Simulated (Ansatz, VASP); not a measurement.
One calculation of InSb, two programs

```xyz
2
Lattice="0.0000 3.2391 3.3039 3.2391 0.0000 3.3039 3.2391 3.2391 0.0000" Properties=species:S:1:pos:R:3 pbc="T T T"
In    0.0000    0.0000    0.0000
Sb    4.8586    4.8586    4.9558
```

Change from the starting cell: z stretched by +2 %, ions relaxed.

Alike in both runs: functional PBE; k mesh 12 × 12 × 12; occupations fermi-dirac, width 0.05 eV; no spin polarisation.

Ansatz relaxed the structure, and its values are those at the end. VASP's run is a single point on that final structure, the one shown.

|  | VASP | Ansatz |
| --- | --- | --- |
| version | VASP 6.6.1 | Ansatz 0.2.0 |
| potentials or method | VASP PAW PBE potentials, release 64 (In_d, Sb) | plane-wave PAW, scalar-relativistic |
| plane-wave cutoff (eV) | 500 | 420 |
| valence electrons in the cell | 18 | 28 |

VASP gave:

- pressure (GPa): 2.1

Estimate Ansatz's values.

pressure (GPa): 2.2.

The functional is the same, so the differences come from potentials, cutoffs and numerics. VASP's potentials hold 18 valence electrons a cell and Ansatz's 28, so a difference there can come from the potentials and not from the codes. Ansatz's warnings: stress scf threshold loose.

Spin-orbit coupling is off throughout.
